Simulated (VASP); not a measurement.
Wanted: the native input for a VASP 6.6.1 run.

* Task: single point
* Functional: LDA
* Potentials or basis: VASP PAW LDA potentials, release 64 (Ru_pv)
* Cutoff: 400 eV
* k mesh: 18 × 18 × 10
* Occupations: fermi-dirac, width 0.08 eV
* Spin: no spin polarisation
* Dipole correction: no
* k mesh for the DOS: 27 × 27 × 15
* Occupations for the DOS: tetrahedron
* Further INCAR settings: ALGO = Normal; EDIFF = 1e-06; NBANDS = 21

Crystal: Ru.

```xyz
2
Lattice="2.0329 0.0000 0.0000 -1.0165 1.7605 0.0000 0.0000 0.0000 3.2914" Properties=species:S:1:pos:R:3 pbc="T T T"
Ru    0.0000    1.1737    0.8228
Ru    1.0165    0.5868    2.4685
```

One way to write it, as run:

POSCAR

```
Ru
1.0
    2.0329028404      0.0000000000      0.0000000000
   -1.0164514202      1.7605455032      0.0000000000
    0.0000000000      0.0000000000      3.2913701679
Ru
2
Direct
    0.3333333333      0.6666666667      0.2500000000
    0.6666666667      0.3333333333      0.7500000000
```

INCAR.step1

```
SYSTEM = Ru
  PREC = Accurate
  ENCUT = 400
  EDIFF = 1E-6
  ISMEAR = -1
  SIGMA = 0.08
  LREAL = .False.
  LASPH = .True.
  NELM = 120
  ALGO = Normal
  ISIF = 2
  LWAVE = .False.
  LCHARG = .True.
  LMAXMIX = 4
  NBANDS = 21
  GGA_COMPAT = .False.
  NEDOS = 2001
  LORBIT = 11
```

KPOINTS.step1

```
regular mesh
0
Gamma
  18 18 10
  0 0 0
```

INCAR.step2

```
SYSTEM = Ru
  PREC = Accurate
  ENCUT = 400
  EDIFF = 1E-6
  ISMEAR = -5
  SIGMA = 0.08
  LREAL = .False.
  LASPH = .True.
  NELM = 120
  ALGO = Normal
  ISIF = 2
  LWAVE = .False.
  LCHARG = .False.
  LMAXMIX = 4
  LORBIT = 11
  NBANDS = 21
  NEDOS = 1001
  ICHARG = 11
  GGA_COMPAT = .False.
```

KPOINTS.step2

```
regular mesh
0
Gamma
  27 27 15
  0 0 0
```

Potentials or basis: VASP PAW LDA potentials, release 64 (Ru_pv).

Command:

```sh
$ cat potpaw_LDA.64/Ru_pv/POTCAR > POTCAR
$ cp INCAR.step1 INCAR
$ cp KPOINTS.step1 KPOINTS
$ mpirun -np 1 vasp_std > vasp.out
$ cp INCAR.step2 INCAR
$ cp KPOINTS.step2 KPOINTS
$ mpirun -np 1 vasp_std > vasp.out
```

Wall time 46 s on 1 thread of Intel(R) Xeon(R) 6975P-C (Granite Rapids), with other jobs on the host, peak memory 0.22 GiB.
